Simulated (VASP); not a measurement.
Input of a VASP 6.6.1 run:

Contents of INCAR:

```
SYSTEM = SiO2
PREC     = Accurate       ! precision mode
ENCUT    = 600            ! plane-wave cutoff, eV
EDIFF    = 1E-7           ! SCF threshold, eV
ISMEAR   = 0              ! smearing method
SIGMA    = 0.01           ! smearing width, eV
LREAL    = .FALSE.        ! projectors in reciprocal space
LASPH    = .TRUE.         ! aspherical terms in the spheres
NELM     = 100            ! most SCF steps
ALGO     = Normal         ! electronic algorithm
ISIF     = 3              ! what is computed and relaxed
LWAVE    = .FALSE.        ! write WAVECAR
LCHARG   = .FALSE.        ! write CHGCAR
GGA      = PS             ! functional
IBRION   = 2              ! ionic algorithm
NSW      = 80             ! ionic steps
EDIFFG   = -0.002         ! ionic threshold
```

The input KPOINTS:

```
Automatic mesh
0
G
  6 6 9
  0 0 0
```

The input POSCAR:

```
SiO2
1.0
    4.1773000000      0.0000000000      0.0000000000
    0.0000000000      4.1773000000      0.0000000000
    0.0000000000      0.0000000000      2.6655000000
Si O
2 4
Direct
    0.0000000000      0.0000000000      0.0000000000
    0.5000000000      0.5000000000      0.5000000000
    0.3061000000      0.3061000000      0.0000000000
    0.6939000000      0.6939000000      0.0000000000
    0.1939000000      0.8061000000      0.5000000000
    0.8061000000      0.1939000000      0.5000000000
```

Potentials or basis: VASP PAW PBE potentials, release 64 (Si, O).

Run with:

```bash
$ cat potpaw_PBE.64/Si/POTCAR potpaw_PBE.64/O/POTCAR > POTCAR
$ mpirun -np 1 vasp_std > vasp.out
```

Question: Predict the relaxed cell.

Answer: a = 4.192 Å, b = 4.192 Å, c = 2.683 Å, α = 90.00°, β = 90.00°, γ = 90.00°.

Question: What does it give for the relaxed volume?

Answer: 7.86 Å³/atom.

Question: Predict the space group after relaxing (to 0.1 Å).

Answer: P4_2/mnm (No. 136).

Question: Estimate the band gap on the k mesh.

Answer: 5.34 eV.

The path:
```csv
step,energy change (eV),largest force (eV/Å),pressure (GPa),volume (Å³)
1,0.0000,0.1288,4.70,46.51
2,0.0110,0.2492,-6.32,48.06
3,-0.0100,0.0341,0.01,47.14
4,-0.0100,0.0310,0.10,47.12
5,-0.0101,0.0161,0.05,47.14
6,-0.0101,0.0031,0.06,47.14
7,-0.0101,0.0021,-0.07,47.16
8,-0.0102,0.0007,-0.01,47.15
```

Caveat: the PAW data sets were made with another functional, which shifts forces and pressure a little; an odd mesh through Γ misses points on the zone boundary, where band edges can lie.
